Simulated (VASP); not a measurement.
Input of a VASP 6.6.1 run:

The input INCAR:

```
  PREC = Accurate
  ENCUT = 520
  EDIFF = 1E-6
  ISMEAR = 0
  SIGMA = 0.1
  LREAL = False
  LASPH = True
  NELM = 60
  ALGO = Normal
  ISIF = 2
  LWAVE = False
  LCHARG = False
  GGA = PE
  NBANDS = 33
```

KPOINTS

```
regular mesh
0
Gamma
  12 12 6
```

File POSCAR:

```
Y2TaN3
1.0
    3.3194637551      0.0000000000      0.0000000000
   -1.6597318776      2.8747399389      0.0000000000
    0.0000000000      0.0000000000      8.1831236000
Y Ta N
2 1 3
Direct
    0.3333333333      0.6666666667      0.6744400000
    0.6666666667      0.3333333333      0.3255600000
    0.0000000000      0.0000000000      0.0000000000
    0.0000000000      0.0000000000      0.5000000000
    0.3333333333      0.6666666667      0.1418670000
    0.6666666667      0.3333333333      0.8581330000
```

Potentials or basis: VASP PAW PBE potentials, release 64 (Y_sv, Ta_pv, N).

Launch:

```console
$ cat potpaw_PBE.64/Y_sv/POTCAR potpaw_PBE.64/Ta_pv/POTCAR potpaw_PBE.64/N/POTCAR > POTCAR
$ mpirun -np 1 vasp_std > vasp.out
```

Task: What does it give for the largest force?

Result: 0.043 eV/Å.

Task: What does it give for the pressure?

Result: 0.0 GPa.

Task: Predict the band gap on the k mesh.

Result: Zero (bands 24 and 25 overlap by 0.60 eV).

Forces in eV/Å, atoms in the order of the input:
```
Y    0.000  0.000  0.011
Y    0.000  0.000 -0.011
Ta   0.000  0.000  0.000
N    0.000  0.000  0.000
N    0.000  0.000  0.043
N    0.000  0.000 -0.043
```

Caveat: spin-orbit coupling is left out, which moves the levels of the heavy elements.
